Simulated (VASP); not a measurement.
Input of a VASP 6.6.1 run:

File INCAR:

```
SYSTEM = Cd2O3
ALGO = Normal
EDIFF = 1E-6
ENCUT = 520
GGA = PE
ISIF = 2
ISMEAR = 0
LASPH = .True.
LCHARG = .False.
LREAL = .False.
LWAVE = .False.
NBANDS = 53
NELM = 60
PREC = Accurate
SIGMA = 0.0272
```

The input KPOINTS:

```
k-points
0
Gamma
  7 7 7
  0 0 0
```

File POSCAR:

```
Cd2O3
1.0
    2.7199960000      4.7111700000      0.0000000000
   -2.7199960000      4.7111700000      0.0000000000
    0.0000000000     -3.1407800000      4.7952340000
Cd O
4 6
Direct
    0.3573100000      0.3573100000      0.0719300000
    0.1426900000      0.1426900000      0.4280700000
    0.6426900000      0.6426900000      0.9280700000
    0.8573100000      0.8573100000      0.5719300000
    0.5480000000      0.9520000000      0.7500000000
    0.2500000000      0.5480000000      0.7500000000
    0.9520000000      0.2500000000      0.7500000000
    0.4520000000      0.0480000000      0.2500000000
    0.7500000000      0.4520000000      0.2500000000
    0.0480000000      0.7500000000      0.2500000000
```

Potentials or basis: VASP PAW PBE potentials, release 64 (Cd, O).

Run with:

```console
$ cat potpaw_PBE.64/Cd/POTCAR potpaw_PBE.64/O/POTCAR > POTCAR
$ mpirun -np 1 vasp_std > vasp.out
```

Question: Predict the pressure.

Answer: 21.1 GPa.

Question: Predict the band gap on the k mesh.

Answer: Zero (bands 42 and 43 overlap by 0.25 eV).

Forces on the atoms (eV/Å):
```
Cd   0.000  0.000 -0.324
Cd   0.000  0.000  0.324
Cd   0.000  0.000  0.324
Cd   0.000  0.000 -0.324
O   -0.365  0.000  0.000
O    0.183 -0.316  0.000
O    0.183  0.316  0.000
O    0.365  0.000  0.000
O   -0.183  0.316  0.000
O   -0.183 -0.316  0.000
```

Caveat: the stress differs along the axes, from 17 to 23 GPa; semilocal functionals underestimate gaps, and a narrow one can read as zero.
